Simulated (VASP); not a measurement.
# WC (Fm-3m) in VASP: further runs

WC is run at these levels: PBEsol; tasks: single point.

All numbers are computed with VASP 6.6.1; they aren't measurements. Logs are shortened: lines on timing, memory, paths and dates and some standing lists are left out, and cuts for length are marked.

### Step 1. The cell of the first run

It takes space group Fm-3m (No. 225, cubic). The conventional cell has a = 4.296 Å, b = 4.296 Å, c = 4.296 Å, α = 90.00°, β = 90.00°, γ = 90.00°. Within 2.8 Å of W (site symmetry m-3m) lie 6 C at 2.15 Å. C (site symmetry m-3m) has 6 W at 2.15 Å within 2.8 Å.

### Step 2. Single point, PBEsol

The input, INCAR:

```
  PREC = Accurate
  ENCUT = 520
  EDIFF = 1E-6
  ISMEAR = -1
  SIGMA = 0.15
  LREAL = False
  LASPH = True
  NELM = 100
  ALGO = Normal
  ISIF = 2
  LWAVE = False
  LCHARG = False
  GGA = PS
  NBANDS = 16
```

The input, KPOINTS:

```
Automatic mesh
0
Gamma
  11 11 11
```

The input, POSCAR:

```
WC
1.0
    0.0000000000      2.1479188689      2.1479188689
    2.1479188689      0.0000000000      2.1479188689
    2.1479188689      2.1479188689      0.0000000000
W C
1 1
Direct
    0.0000000000      0.0000000000      0.0000000000
    0.5000000000      0.5000000000      0.5000000000
```

Potentials or basis: VASP PAW PBE potentials, release 64 (W_sv, C).

The run is started by

```bash
$ cat potpaw_PBE.64/W_sv/POTCAR potpaw_PBE.64/C/POTCAR > POTCAR
$ mpirun -np 1 vasp_std > vasp.out
```

OUTCAR:

```text
PREC = Accurate
   ENCUT = 520
   EDIFF = 1E-6
   ISMEAR = -1
   LREAL = False
   LASPH = True
   NELM = 100
   ISIF = 2
   GGA = PS

 ion  position               nearest neighbor table
   1  0.000  0.000  0.000-   2 2.15   2 2.15   2 2.15   2 2.15   2 2.15   2 2.15
   2  0.500  0.500  0.500-   1 2.15   1 2.15   1 2.15   1 2.15   1 2.15   1 2.15

  LATTYP: Found a face centered cubic cell.
 ALAT       =     4.2958377378

  Lattice vectors:

 A1 = (   0.0000000000,   2.1479188689,   2.1479188689)
 A2 = (   2.1479188689,   0.0000000000,   2.1479188689)
 A3 = (   2.1479188689,   2.1479188689,   0.0000000000)

Analysis of symmetry for initial positions (statically):
=====================================================================
 Subroutine PRICEL returns:
 Original cell was already a primitive cell.

 Routine SETGRP: Setting up the symmetry group for a
 face centered cubic supercell.

 Subroutine GETGRP returns: Found 48 space group operations
 (whereof 48 operations were pure point group operations)
 out of a pool of 48 trial point group operations.

The static configuration has the point symmetry O_h .

Analysis of symmetry for dynamics (positions and initial velocities):
=====================================================================
 Subroutine PRICEL returns:
 Original cell was already a primitive cell.

 Routine SETGRP: Setting up the symmetry group for a
 face centered cubic supercell.

 Subroutine GETGRP returns: Found 48 space group operations
 (whereof 48 operations were pure point group operations)
 out of a pool of 48 trial point group operations.

The dynamic configuration has the point symmetry O_h .

 Subroutine INISYM returns: Found 48 space group operations
 (whereof 48 operations are pure point group operations),
 and found     1 'primitive' translations

----------------------------------------------------------------------------------------

                                     Primitive cell

  volume of cell :      19.8191

  direct lattice vectors                    reciprocal lattice vectors
     0.000000000  2.147918869  2.147918869    -0.232783466  0.232783466  0.232783466
     2.147918869  0.000000000  2.147918869     0.232783466 -0.232783466  0.232783466
     2.147918869  2.147918869  0.000000000     0.232783466  0.232783466 -0.232783466

  length of vectors
     3.037615995  3.037615995  3.037615995     0.403192791  0.403192791  0.403192791

  position of ions in fractional coordinates (direct lattice)
     0.000000000  0.000000000  0.000000000
     0.500000000  0.500000000  0.500000000

  ion indices of the primitive-cell ions
   primitive index   ion index
                 1           1
                 2           2

----------------------------------------------------------------------------------------

 KPOINTS: Automatic mesh

Automatic generation of k-mesh.
 Grid dimensions read from file:
 generate k-points for:   11   11   11

 Generating k-lattice:

  Cartesian coordinates                     Fractional coordinates (reciprocal lattice)
    -0.021162133  0.021162133  0.021162133     0.090909091  0.000000000  0.000000000
     0.021162133 -0.021162133  0.021162133     0.000000000  0.090909091  0.000000000
     0.021162133  0.021162133 -0.021162133     0.000000000  0.000000000  0.090909091

  Length of vectors
     0.036653890  0.036653890  0.036653890

  Shift w.r.t. Gamma in fractional coordinates (k-lattice)
     0.000000000  0.000000000  0.000000000

 Subroutine IBZKPT returns following result:
 ===========================================

 Found     56 irreducible k-points:

 Following reciprocal coordinates:
            Coordinates               Weight
  0.000000  0.000000  0.000000      1.000000
  0.090909  0.000000  0.000000      8.000000
  0.181818  0.000000  0.000000      8.000000
  0.272727  0.000000  0.000000      8.000000
  0.363636  0.000000  0.000000      8.000000
  0.454545  0.000000  0.000000      8.000000
[... 16 lines left out ...]
 -0.272727  0.181818  0.000000     24.000000
 -0.181818  0.181818  0.000000     12.000000
 [... further k-points ...]
   k-points           NKPTS =     56   k-points in BZ     NKDIM =     56   number of bands    NBANDS=     16
   number of dos      NEDOS =    301   number of ions     NIONS =      2
   total plane-waves  NPLWV =  13824
   dimension x,y,z NGX =    24 NGY =   24 NGZ =   24
   dimension x,y,z NGXF=    48 NGYF=   48 NGZF=   48
   ions per type =               1   1
   NGX,Y,Z   is equivalent  to a cutoff of  13.13, 13.13, 13.13 a.u.
   NGXF,Y,Z  is equivalent  to a cutoff of  26.27, 26.27, 26.27 a.u.
 SYSTEM =  unknown system
   PREC   = accura    normal or accurate (medium, high low for compatibility)
   ISTART =      0    job   : 0-new  1-cont  2-samecut
   ICHARG =      2    charge: 1-file 2-atom 10-const
   ISPIN  =      1    spin polarized calculation?
   LNONCOLLINEAR =      F non collinear calculations
   LSORBIT =      F    spin-orbit coupling
   LASPH  =      T    aspherical Exc in radial PAW
   ENCUT  =  520.0 eV  38.22 Ry    6.18 a.u.   5.65  5.65  5.65*2*pi/ulx,y,z
   NELM   =    100;   NELMIN=  2; NELMDL= -5     # of ELM steps
   EDIFF  = 0.1E-05   stopping-criterion for ELM
   LREAL  =      F    real-space projection
   EDIFFG = 0.1E-04   stopping-criterion for IOM
   NSW    =      0    number of steps for IOM
   IBRION =     -1    ionic relax: 0-MD 1-quasi-New 2-CG
   NFREE  =      0    steps in history (QN), initial steepest desc. (CG)
   ISIF   =      2    stress and relaxation
   ISYM   =      2    0-nonsym 1-usesym 2-fastsym
   POTIM  = 0.5000    time-step for ionic-motion
   TEBEG  =    0.0;   TEEND  =   0.0 temperature during run
   PSTRESS=    0.0 pullay stress
   NELECT =      18.0000    total number of electrons
   NUPDOWN=      -1.0000    fix difference up-down
   EMIN   =  10.00;   EMAX   =-10.00  energy-range for DOS
   EFERMI =   0.00;   METHOD = LEGACY
   ISMEAR =    -1;   SIGMA  =   0.15  broadening in eV -4-tet -1-fermi 0-gaus
   EFERMI_NEDOS =   21; number of points for ismear=-14 and -15
   IALGO  =     38    algorithm
   IMIX   =      4    mixing-type and parameters
     AMIX     =   0.40;   BMIX     =  1.00
     AMIX_MAG =   1.60;   BMIX_MAG =  1.00
  volume/ion in A,a.u.               =       9.91        66.87
  Fermi-wavevector in a.u.,A,eV,Ry     =   1.585396  2.995964 34.197984  2.513481
  Thomas-Fermi vector in A             =   2.684867
   LORBIT       =      0    0 simple, 1 ext, 2 COOP (PROOUT), +10 PAW based schemes
   GGA     = PS    functional components
   LHFCALC =     F    Hartree Fock is set to
   AEXX    =    0.0000 exact exchange contribution
   IVDW    =     0    specifies the selected vdW correction
   LEPSILON=     F    determine dielectric tensor
   LRPA    =     F    only Hartree local field effects (RPA)
 non-spin polarized calculation
  energy-cutoff  :      520.00
  volume of cell :       19.82
 maximum number of plane-waves:       542
   NGX = 11   NGY = 11   NGZ = 11

 number of electron      17.9999999 magnetization

 Free energy of the ion-electron system (eV)
  ---------------------------------------------------
  ext. energy  EPLUGINS =         0.00000000
  ---------------------------------------------------
  free energy    TOTEN  =       -22.99018221 eV

  energy without entropy =      -22.91304597  energy(sigma->0) =      -22.95161409

 E-fermi :  13.2056     XC(G=0): -14.1877

 val. band max:       13.1966107531   @ k =  -0.2727   0.4545   0.1818
 cond. band min:      13.2368280846   @ k =   0.2727   0.2727   0.0000
 fundamental gap:      0.0402173315
 Fermi energy:        13.2056238778

 k-point     1 :       0.0000    0.0000    0.0000
  band No.  band energies     occupation
      1     -62.1105      2.00000
      2     -26.1011      2.00000
      3     -26.1011      2.00000
      4     -26.1011      2.00000
      5      -3.1100      2.00000
      6      10.2165      2.00000
[... 8 lines left out ...]
     15      22.7671      0.00000
     16      37.6146      0.00000

 k-point     2 :       0.0909    0.0000    0.0000
  band No.  band energies     occupation
      1     -62.1065      2.00000
      2     -26.1636      2.00000
      3     -26.1076      2.00000
      4     -26.1076      2.00000
      5      -2.8569      2.00000
      6       9.4097      2.00000
[... 8 lines left out ...]
     15      23.3616      0.00000
     16      35.2021      0.00000

 k-point     3 :       0.1818    0.0000    0.0000
  band No.  band energies     occupation
      1     -62.0958      2.00000
      2     -26.3283      2.00000
      3     -26.1250      2.00000
      4     -26.1250      2.00000
      5      -2.1378      2.00000
      6       7.8914      2.00000
[... 8 lines left out ...]
     15      24.8155      0.00000
     16      32.1860      0.00000

 k-point     4 :       0.2727    0.0000    0.0000
  band No.  band energies     occupation
      1     -62.0817      2.00000
      2     -26.5376      2.00000
      3     -26.1475      2.00000
      4     -26.1475      2.00000
      5      -1.0607      2.00000
      6       6.2683      2.00000
[... 8 lines left out ...]
     15      26.0734      0.00000
     16      30.2339      0.00000

 k-point     5 :       0.3636    0.0000    0.0000
  band No.  band energies     occupation
      1     -62.0687      2.00000
      2     -26.7241      2.00000
      3     -26.1681      2.00000
      4     -26.1681      2.00000
      5       0.2313      2.00000
      6       4.7049      2.00000
[... 8 lines left out ...]
     15      27.0982      0.00000
     16      27.4654      0.00000

 k-point     6 :       0.4545    0.0000    0.0000
  band No.  band energies     occupation
      1     -62.0610      2.00000
      2     -26.8325      2.00000
      3     -26.1803      2.00000
      4     -26.1803      2.00000
      5       1.5679      2.00000
      6       3.2737      2.00000
[... 8 lines left out ...]
     15      25.6205      0.00000
     16      25.6205      0.00000
[... 267 lines left out ...]
 k-point    21 :      -0.4545    0.1818    0.0000
  band No.  band energies     occupation
      1     -62.0536      2.00000
      2     -26.7690      2.00000
      3     -26.3300      2.00000
      4     -26.2274      2.00000
      5       1.1071      2.00000
      6       3.9240      2.00000
[... 8 lines left out ...]
     15      25.7968      0.00000
     16      27.3975      0.00000

 k-point    22 :      -0.3636    0.1818    0.0000
  band No.  band energies     occupation
      1     -62.0562      2.00000
      2     -26.7346      2.00000
      3     -26.3485      2.00000
      4     -26.1996      2.00000
      5       1.0266      2.00000
      6       3.9677      2.00000
[... 8 lines left out ...]
     15      26.1400      0.00000
     16      27.1363      0.00000

 k-point    23 :      -0.2727    0.1818    0.0000
  band No.  band energies     occupation
      1     -62.0649      2.00000
      2     -26.6358      2.00000
      3     -26.3307      2.00000
      4     -26.1656      2.00000
      5       0.2046      2.00000
      6       4.7955      2.00000
[... 8 lines left out ...]
     15      26.3764      0.00000
     16      27.2178      0.00000

 k-point    24 :      -0.1818    0.1818    0.0000
  band No.  band energies     occupation
      1     -62.0769      2.00000
      2     -26.5140      2.00000
      3     -26.2697      2.00000
      4     -26.1364      2.00000
      5      -0.7915      2.00000
      6       5.9547      2.00000
[... 8 lines left out ...]
     15      26.4086      0.00000
     16      27.6321      0.00000

 [... further k-points ...]
[... 5 lines left out ...]
  --------------------------------------------------------------------------------------
  -------------------------------------------------------------------------------------
  Total        2.0067720      2.0067720      2.0067720      0.0000000      0.0000000      0.0000000
  in kB      162.2276987    162.2276987    162.2276987      0.0000000      0.0000000      0.0000000
  external PRESSURE =     162.2276987 kB  Pullay stress =       0.0000000 kB

 VOLUME and BASIS-vectors are now :
 -----------------------------------------------------------------------------
  energy-cutoff  :      520.00
  volume of cell :       19.82
      direct lattice vectors                 reciprocal lattice vectors
     0.000000000  2.147918869  2.147918869    -0.232783466  0.232783466  0.232783466
     2.147918869  0.000000000  2.147918869     0.232783466 -0.232783466  0.232783466
     2.147918869  2.147918869  0.000000000     0.232783466  0.232783466 -0.232783466

 POSITION                                       TOTAL-FORCE (eV/Angst)
 -----------------------------------------------------------------------------------
      0.00000      0.00000      0.00000        -0.000000      0.000000     -0.000000
      2.14792      2.14792      2.14792         0.000000     -0.000000      0.000000
 -----------------------------------------------------------------------------------
    total drift:                                0.000000     -0.000000     -0.000000

  FREE ENERGIE OF THE ION-ELECTRON SYSTEM (eV)
  ---------------------------------------------------
  free  energy   TOTEN  =       -22.9901822131 eV

  energy  without entropy=      -22.9130459745  energy(sigma->0) =      -22.95161409
```

Wall time 12 s (1 thread of Intel Xeon Platinum 8559C (Emerald Rapids), shared host); peak memory 0.14 GiB.

Results:

* Free energy: -22.9902 eV
* Pressure: 16.2 GPa
* Band gap on the k mesh: zero (band 9 reaches 14.28 eV, above the bottom of band 10 at 10.90 eV)

Caveat: the PAW data sets were made with another functional, which shifts forces and pressure a little; spin-orbit coupling is left out, which moves the levels of the heavy elements.

### Step 3. Single point, PBEsol

This run uses another cell than the first one, of 10.12 Å³/atom, 1.021 times its volume.

The input, INCAR:

```
ALGO     = Normal         # electronic algorithm
EDIFF    = 1E-6           # SCF threshold, eV
ENCUT    = 520            # plane-wave cutoff, eV
GGA      = PS             # functional
ISIF     = 2              # what is computed and relaxed
ISMEAR   = -1             # smearing method
LASPH    = True           # aspherical terms in the spheres
LCHARG   = False          # write CHGCAR
LREAL    = False          # projectors in reciprocal space
LWAVE    = False          # write WAVECAR
NBANDS   = 16             # bands
NELM     = 100            # most SCF steps
PREC     = Accurate       # precision mode
SIGMA    = 0.15           # smearing width, eV
```

The input, KPOINTS:

```
k-points
0
Gamma
  11 11 11
```

The input, POSCAR:

```
WC
1.0
    0.0000000000      2.1630455565      2.1630455565
    2.1630455565      0.0000000000      2.1630455565
    2.1630455565      2.1630455565      0.0000000000
W C
1 1
Direct
    0.0000000000      0.0000000000      0.0000000000
    0.5000000000      0.5000000000      0.5000000000
```

Potentials or basis: VASP PAW PBE potentials, release 64 (W_sv, C).

The run is started by

```bash
$ cat potpaw_PBE.64/W_sv/POTCAR potpaw_PBE.64/C/POTCAR > POTCAR
$ mpirun -np 1 vasp_std > vasp.out
```

Run time: 13 s. Hardware: 1 thread of Intel Xeon Platinum 8559C (Emerald Rapids), shared host; peak memory 0.15 GiB.

Results (log left out):

```yaml
Free_energy: -23.0208 eV
Pressure: 7.0 GPa
Band_gap_on_the_k_mesh: zero (band 9 reaches 13.90 eV, above the bottom of band 10 at 10.63 eV)
```

Levels at points of the mesh, in eV from the Fermi level:
| k point | band 5 | band 6 | band 7 | band 8 | band 9 | band 10 | band 11 | band 12 | band 13 | band 14 |
| --- | --- | --- | --- | --- | --- | --- | --- | --- | --- | --- |
| (0.00, 0.00, 0.00) | -16.13 | -2.90 | -2.90 | -2.90 | -1.09 | -1.09 | -1.09 | -1.00 | -1.00 | 7.01 |

Caveat: the PAW data sets were made with another functional, which shifts forces and pressure a little; spin-orbit coupling is left out, which moves the levels of the heavy elements.

[end of part 1 of 3]
